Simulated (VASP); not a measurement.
Crystal: Sn2Bi2S.

```
Sn Bi S
1.0
     4.74609    0.00000    0.00000
    -2.37305    4.11024    0.00000
     0.00000    0.00000    7.88361
Sn Bi S
2 2 1
Cartesian
  0.0000 2.7402 4.9730
  2.3730 1.3701 2.9106
  0.0000 2.7402 1.9772
  2.3730 1.3701 5.9064
  0.0000 0.0000 0.0000
```

The cell was generated, and may not be a known phase.

* Program: VASP 6.6.1
* Task: relaxation of cell and atoms
* Functional: PBE
* Potentials or basis: VASP PAW PBE potentials, release 64 (Sn_d, Bi_d, S)
* Cutoff: 600 eV
* k mesh: 6 × 6 × 2
* Occupations: gaussian, width 0.1 eV
* Spin: no spin polarisation

At the start: pressure 5.4 GPa; volume 30.76 Å³/atom.

Task: Where does the relaxation end?

Result: Over 27 steps the energy falls by 266.0 meV/atom and the volume is 29.21 Å³/atom (-5.0 %); space group P-3m1 (No. 164, to 0.1 Å) before and after.

The path:
```tsv
step	energy change (eV)	largest force (eV/Å)	pressure (GPa)	volume (Å³)
1	0.0000	2.4497	5.42	153.79
2	-0.4985	0.8397	-2.71	178.14
3	-0.5213	1.0837	-1.62	173.34
4	-0.7088	0.9687	-1.42	168.89
5	-1.0809	0.3947	-0.11	156.02
6	-0.5302	0.4361	8.13	132.22
7	-1.1075	0.3289	1.13	150.55
8	-1.1231	0.2338	-1.11	156.28
9	-1.1326	0.2694	-0.27	153.99
10	-1.1461	0.1906	-0.12	153.24
11	-1.1576	0.0299	0.32	151.60
12	-1.1620	0.0653	-0.51	153.99
13	-1.1625	0.0495	-0.34	153.47
14	-1.1706	0.0911	-0.39	153.25
15	-1.1983	0.1915	-0.51	152.43
16	-1.2281	0.5297	-0.33	150.03
17	-1.2338	0.5509	-0.29	149.73
18	-1.2489	0.6139	-0.10	148.76
19	-1.2320	0.7713	0.36	146.51
20	-1.2500	0.6500	-0.01	148.23
21	-1.2610	0.6002	-0.05	148.16
22	-1.2883	0.4521	-0.16	147.95
23	-1.3202	0.2052	-0.30	147.47
24	-1.2967	0.3086	-0.16	146.33
25	-1.3287	0.0498	-0.32	147.11
26	-1.3288	0.0482	-0.31	147.14
27	-1.3299	0.0270	0.07	146.04
```

Final structure:
```cif
data_structure
_symmetry_space_group_name_H-M 'P 1'
_symmetry_Int_Tables_number 1
_cell_length_a 4.2402
_cell_length_b 4.2402
_cell_length_c 9.3794
_cell_angle_alpha 90.000
_cell_angle_beta 90.000
_cell_angle_gamma 120.000
_cell_volume 146.04
loop_
_atom_site_label
_atom_site_type_symbol
_atom_site_fract_x
_atom_site_fract_y
_atom_site_fract_z
_atom_site_occupancy
Sn1 Sn 0.33333 0.66667 0.59854 1
Sn2 Sn 0.66667 0.33333 0.40146 1
Bi1 Bi 0.33333 0.66667 0.18806 1
Bi2 Bi 0.66667 0.33333 0.81194 1
S1 S 0.00000 0.00000 0.00000 1
```

Caveat: the k points lie up to 0.33 Å⁻¹ apart in the final cell, too coarse for converged energies and pressures of a metal; a cell axis changed by over 15 % at a fixed basis, so the end point is rough.
